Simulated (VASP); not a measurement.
# MgC2 in VASP: a series of runs

MgC2 is run at these levels: r2SCAN, PBEsol; tasks: single point, relaxation of cell and atoms.

Program: VASP 6.6.1. These are calculated values, not measurements. Logs are shortened: lines on timing, memory, paths and dates and some standing lists are left out, and cuts for length are marked.

### 1 The cell of the first run

The typed cell holds 6 atoms: a = 3.951 Å, b = 3.951 Å, c = 4.987 Å, α = 90.00°, β = 90.00°, γ = 90.00°.

### 2 Single point, r2SCAN

Input file POSCAR:

```
MgC2
1.0
    3.9507770000      0.0000000000      0.0000000000
    0.0000000000      3.9507770000      0.0000000000
    0.0000000000      0.0000000000      4.9870890000
Mg C
2 4
Direct
   -0.0088950000     -0.0043460000      0.4923900000
    0.5033630000      0.5100160000     -0.0051830000
    0.3876270000      0.6066950000      0.5087150000
    0.1176850000      0.1209630000     -0.0000010000
    0.6130530000      0.3856960000      0.4972100000
    0.8770760000      0.8834810000      0.0045650000
```

Input file INCAR.step1:

```
SYSTEM = MgC2
PREC = Accurate ; ENCUT = 660
ISMEAR = 0 ; SIGMA = 0.025
LREAL = .False. ; LASPH = .True.
NELM = 120 ; NBANDS = 27
GGA = PE ; ALGO = Normal
EDIFF = 1E-5 ; LWAVE = .True.
LCHARG = .False. ; GGA_COMPAT = .False.
```

Input file INCAR.step2:

```
SYSTEM = MgC2
PREC = Accurate ; ENCUT = 660
EDIFF = 1E-6 ; ISMEAR = 0
SIGMA = 0.025 ; LREAL = .False.
LASPH = .True. ; NELM = 120
ALGO = Normal ; ISIF = 2
LWAVE = .False. ; LCHARG = .False.
METAGGA = R2SCAN ; LMIXTAU = .True.
NBANDS = 27 ; ISTART = 1
GGA_COMPAT = .False.
```

Input file KPOINTS:

```
regular mesh
0
Gamma
  5 5 4
  0 0 0
```

Potentials or basis: VASP PAW PBE potentials, release 64 (Mg_sv, C).

The run is started by

```sh
$ cat potpaw_PBE.64/Mg_sv/POTCAR potpaw_PBE.64/C/POTCAR > POTCAR
$ cp INCAR.step1 INCAR
$ mpirun -np 1 vasp_std > vasp.out
$ cp INCAR.step2 INCAR
$ mpirun -np 1 vasp_std > vasp.out
```

OUTCAR:

```text
SYSTEM = MgC2
   PREC = Accurate
   ENCUT = 660
   EDIFF = 1E-6
   ISMEAR = 0
   LREAL = .False.
   LASPH = .True.
   NELM = 120
   ISIF = 2
   METAGGA = R2SCAN
   ISTART = 1

 ion  position               nearest neighbor table
   1  0.991  0.996  0.492-   5 2.15
   2  0.503  0.510  0.995-   6 2.09   4 2.16
   3  0.388  0.607  0.509-   5 1.25
   4  0.118  0.121  1.000-   6 1.34   2 2.16
   5  0.613  0.386  0.497-   3 1.25   1 2.15
   6  0.877  0.883  0.005-   4 1.34   2 2.09

  LATTYP: Found a simple tetragonal cell.
 ALAT       =     3.9507770000
 C/A-ratio  =     1.2623058705

  Lattice vectors:

 A1 = (   3.9507770000,   0.0000000000,   0.0000000000)
 A2 = (   0.0000000000,   3.9507770000,   0.0000000000)
 A3 = (   0.0000000000,   0.0000000000,   4.9870890000)

Analysis of symmetry for initial positions (statically):
=====================================================================
 Subroutine PRICEL returns:
 Original cell was already a primitive cell.

 Routine SETGRP: Setting up the symmetry group for a
 simple tetragonal supercell.

 Subroutine GETGRP returns: Found  1 space group operations
 (whereof  1 operations were pure point group operations)
 out of a pool of 16 trial point group operations.

The static configuration has the point symmetry C_1 .

Analysis of symmetry for dynamics (positions and initial velocities):
=====================================================================
 Subroutine PRICEL returns:
 Original cell was already a primitive cell.

 Routine SETGRP: Setting up the symmetry group for a
 simple tetragonal supercell.

 Subroutine GETGRP returns: Found  1 space group operations
 (whereof  1 operations were pure point group operations)
 out of a pool of 16 trial point group operations.

The dynamic configuration has the point symmetry C_1 .

 Subroutine INISYM returns: Found  1 space group operations
 (whereof  1 operations are pure point group operations),
 and found     1 'primitive' translations

----------------------------------------------------------------------------------------

                                     Primitive cell

  volume of cell :      77.8417

  direct lattice vectors                    reciprocal lattice vectors
     3.950777000  0.000000000  0.000000000     0.253114767  0.000000000  0.000000000
     0.000000000  3.950777000  0.000000000     0.000000000  0.253114767  0.000000000
     0.000000000  0.000000000  4.987089000     0.000000000  0.000000000  0.200517777

  length of vectors
     3.950777000  3.950777000  4.987089000     0.253114767  0.253114767  0.200517777

  position of ions in fractional coordinates (direct lattice)
     0.991105000  0.995654000  0.492390000
     0.503363000  0.510016000  0.994817000
     0.387627000  0.606695000  0.508715000
     0.117685000  0.120963000  0.999999000
     0.613053000  0.385696000  0.497210000
     0.877076000  0.883481000  0.004565000

  ion indices of the primitive-cell ions
   primitive index   ion index
                 1           1
                 2           2
                 3           3
                 4           4
                 5           5
                 6           6

----------------------------------------------------------------------------------------

 KPOINTS: regular mesh

Automatic generation of k-mesh.
 Grid dimensions read from file:
 generate k-points for:    5    5    4

 Generating k-lattice:

  Cartesian coordinates                     Fractional coordinates (reciprocal lattice)
     0.050622953  0.000000000  0.000000000     0.200000000  0.000000000  0.000000000
     0.000000000  0.050622953  0.000000000     0.000000000  0.200000000  0.000000000
     0.000000000  0.000000000  0.050129444     0.000000000  0.000000000  0.250000000

  Length of vectors
     0.050622953  0.050622953  0.050129444

  Shift w.r.t. Gamma in fractional coordinates (k-lattice)
     0.000000000  0.000000000  0.000000000

 Subroutine IBZKPT returns following result:
 ===========================================

 Found     51 irreducible k-points:

 Following reciprocal coordinates:
            Coordinates               Weight
  0.000000  0.000000  0.000000      1.000000
  0.200000  0.000000  0.000000      2.000000
  0.000000  0.200000  0.000000      2.000000
  0.400000  0.000000  0.000000      2.000000
  0.000000  0.400000  0.000000      2.000000
  0.200000  0.200000  0.000000      2.000000
[... 16 lines left out ...]
  0.200000  0.200000  0.250000      2.000000
 -0.200000  0.200000  0.250000      2.000000
 [... further k-points ...]
   k-points           NKPTS =     51   k-points in BZ     NKDIM =     51   number of bands    NBANDS=     27
   number of dos      NEDOS =    301   number of ions     NIONS =      6
   total plane-waves  NPLWV =  54432
   dimension x,y,z NGX =    36 NGY =   36 NGZ =   42
   dimension x,y,z NGXF=    72 NGYF=   72 NGZF=   84
   ions per type =               2   4
   NGX,Y,Z   is equivalent  to a cutoff of  15.15, 15.15, 14.00 a.u.
   NGXF,Y,Z  is equivalent  to a cutoff of  30.30, 30.30, 28.00 a.u.
 SYSTEM =  MgC2
   PREC   = accura    normal or accurate (medium, high low for compatibility)
   ISTART =      1    job   : 0-new  1-cont  2-samecut
   ICHARG =      0    charge: 1-file 2-atom 10-const
   ISPIN  =      1    spin polarized calculation?
   LNONCOLLINEAR =      F non collinear calculations
   LSORBIT =      F    spin-orbit coupling
   LASPH  =      T    aspherical Exc in radial PAW
   ENCUT  =  660.0 eV  48.51 Ry    6.96 a.u.   8.28  8.28 10.45*2*pi/ulx,y,z
   NELM   =    120;   NELMIN=  2; NELMDL=  0     # of ELM steps
   EDIFF  = 0.1E-05   stopping-criterion for ELM
   LREAL  =      F    real-space projection
   EDIFFG = 0.1E-04   stopping-criterion for IOM
   NSW    =      0    number of steps for IOM
   IBRION =     -1    ionic relax: 0-MD 1-quasi-New 2-CG
   NFREE  =      0    steps in history (QN), initial steepest desc. (CG)
   ISIF   =      2    stress and relaxation
   ISYM   =      2    0-nonsym 1-usesym 2-fastsym
   POTIM  = 0.5000    time-step for ionic-motion
   TEBEG  =    0.0;   TEEND  =   0.0 temperature during run
   PSTRESS=    0.0 pullay stress
   NELECT =      36.0000    total number of electrons
   NUPDOWN=      -1.0000    fix difference up-down
   EMIN   =  10.00;   EMAX   =-10.00  energy-range for DOS
   EFERMI =   0.00;   METHOD = LEGACY
   ISMEAR =     0;   SIGMA  =   0.03  broadening in eV -4-tet -1-fermi 0-gaus
   EFERMI_NEDOS =   21; number of points for ismear=-14 and -15
   IALGO  =     38    algorithm
   IMIX   =      4    mixing-type and parameters
     AMIX     =   0.40;   BMIX     =  1.00
     AMIX_MAG =   1.60;   BMIX_MAG =  1.00
  volume/ion in A,a.u.               =      12.97        87.55
  Fermi-wavevector in a.u.,A,eV,Ry     =   1.266013  2.392418 21.807279  1.602790
  Thomas-Fermi vector in A             =   2.399236
   LORBIT       =      0    0 simple, 1 ext, 2 COOP (PROOUT), +10 PAW based schemes
   METAGGA = R2SCAN    functional components
   LHFCALC =     F    Hartree Fock is set to
   AEXX    =    0.0000 exact exchange contribution
   IVDW    =     0    specifies the selected vdW correction
   LEPSILON=     F    determine dielectric tensor
   LRPA    =     F    only Hartree local field effects (RPA)
 non-spin polarized calculation
 Gauss-broadening in eV      SIGMA  =   0.03
  energy-cutoff  :      660.00
  volume of cell :       77.84
 maximum number of plane-waves:      3033
 NGX is ok and might be reduce to    36
   NGX = 17   NGY = 17   NGZ = 21

 number of electron      35.9999978 magnetization

 Free energy of the ion-electron system (eV)
  ---------------------------------------------------
  ext. energy  EPLUGINS =         0.00000000
  ---------------------------------------------------
  free energy    TOTEN  =       -46.03951605 eV

  energy without entropy =      -46.03951605  energy(sigma->0) =      -46.03951605

 E-fermi :   0.9975     XC(G=0): -10.2098

 val. band max:        0.8685813470   @ k =  -0.2000   0.2000   0.0000
 cond. band min:       3.4169155442   @ k =   0.0000   0.0000   0.0000
 fundamental gap:      2.5483341972
 Fermi energy:         0.9974736225

 k-point     1 :       0.0000    0.0000    0.0000
  band No.  band energies     occupation
      1     -75.6153      2.00000
      2     -75.5518      2.00000
      3     -40.8019      2.00000
      4     -40.7626      2.00000
      5     -40.7364      2.00000
      6     -40.7001      2.00000
[... 19 lines left out ...]
     26      12.6099      0.00000
     27      13.5641      0.00000

 k-point     2 :       0.2000    0.0000    0.0000
  band No.  band energies     occupation
      1     -75.6153      2.00000
      2     -75.5518      2.00000
      3     -40.8020      2.00000
      4     -40.7624      2.00000
      5     -40.7365      2.00000
      6     -40.7000      2.00000
[... 19 lines left out ...]
     26      11.8700      0.00000
     27      12.9871      0.00000

 k-point     3 :       0.0000    0.2000    0.0000
  band No.  band energies     occupation
      1     -75.6153      2.00000
      2     -75.5518      2.00000
      3     -40.8020      2.00000
      4     -40.7624      2.00000
      5     -40.7365      2.00000
      6     -40.7000      2.00000
[... 19 lines left out ...]
     26      11.8899      0.00000
     27      13.0003      0.00000

 k-point     4 :       0.4000    0.0000    0.0000
  band No.  band energies     occupation
      1     -75.6152      2.00000
      2     -75.5518      2.00000
      3     -40.8023      2.00000
      4     -40.7622      2.00000
      5     -40.7368      2.00000
      6     -40.6999      2.00000
[... 19 lines left out ...]
     26      11.6769      0.00000
     27      12.5404      0.00000
[... 516 lines left out ...]
      4     -40.7623      2.00000
      5     -40.7368      2.00000
      6     -40.6999      2.00000
[... 19 lines left out ...]
     26      12.1382      0.00000
     27      12.7764      0.00000

 k-point    23 :       0.2000    0.2000    0.2500
  band No.  band energies     occupation
      1     -75.6153      2.00000
      2     -75.5518      2.00000
      3     -40.8021      2.00000
      4     -40.7623      2.00000
      5     -40.7367      2.00000
      6     -40.6999      2.00000
[... 19 lines left out ...]
     26      12.6922      0.00000
     27      13.4858      0.00000

 k-point    24 :      -0.2000    0.2000    0.2500
  band No.  band energies     occupation
      1     -75.6153      2.00000
      2     -75.5518      2.00000
      3     -40.8022      2.00000
      4     -40.7623      2.00000
      5     -40.7366      2.00000
      6     -40.7000      2.00000
[... 19 lines left out ...]
     26      12.6016      0.00000
     27      13.5214      0.00000

 [... further k-points ...]

------------------------ aborting loop because EDIFF is reached ----------------------------------------

  FORCE on cell =-STRESS in cart. coord.  units (eV):
  Direction    XX          YY          ZZ          XY          YZ          ZX
  --------------------------------------------------------------------------------------
  -------------------------------------------------------------------------------------
  Total       -3.6817484     -3.6674458     -0.6378854     -3.0066651      0.2341392     -0.1385986
  in kB      -75.7796395    -75.4852563    -13.1292865    -61.8847286      4.8191726     -2.8527073
  external PRESSURE =     -54.7980608 kB  Pullay stress =       0.0000000 kB

 VOLUME and BASIS-vectors are now :
 -----------------------------------------------------------------------------
  energy-cutoff  :      660.00
  volume of cell :       77.84
      direct lattice vectors                 reciprocal lattice vectors
     3.950777000  0.000000000  0.000000000     0.253114767  0.000000000  0.000000000
     0.000000000  3.950777000  0.000000000     0.000000000  0.253114767  0.000000000
     0.000000000  0.000000000  4.987089000     0.000000000  0.000000000  0.200517777

 POSITION                                       TOTAL-FORCE (eV/Angst)
 -----------------------------------------------------------------------------------
      3.91563      3.93361      2.45559         0.184763     -0.166463      0.065343
      1.98867      2.01496      4.96124        -0.464481     -0.382914      0.067862
      1.53143      2.39692      2.53701        -0.046019      0.133687     -0.203978
      0.46495      0.47790      4.98708        -4.000436     -3.972860      0.127687
      2.42204      1.52380      2.47963        -0.099261      0.093484      0.111303
      3.46513      3.49044      0.02277         4.425433      4.295067     -0.168218
 -----------------------------------------------------------------------------------
    total drift:                               -0.078410      0.109187     -0.026923

  FREE ENERGIE OF THE ION-ELECTRON SYSTEM (eV)
  ---------------------------------------------------
  free  energy   TOTEN  =       -46.0395160514 eV

  energy  without entropy=      -46.0395160514  energy(sigma->0) =      -46.03951605
```

Wall time 5 min (1 thread of AMD EPYC 9R45 (Zen 5), shared host); peak memory 0.27 GiB.

Results:

| Quantity | Value |
| --- | --- |
| Free energy | -46.0395 eV |
| Pressure | -5.5 GPa |
| Largest force | 6.169 eV/Å |
| Band gap on the k mesh | 2.55 eV (least direct gap 2.67 eV) |

Forces in eV/Å, atoms in the order of the input:
```
Mg   0.185 -0.166  0.065
Mg  -0.464 -0.383  0.068
C   -0.046  0.134 -0.204
C   -4.000 -3.973  0.128
C   -0.099  0.093  0.111
C    4.425  4.295 -0.168
```

Caveat: the stress differs along the axes, from -8 to -1 GPa; the PAW data sets were made with another functional, which shifts forces and pressure a little.

[end of part 1 of 2]
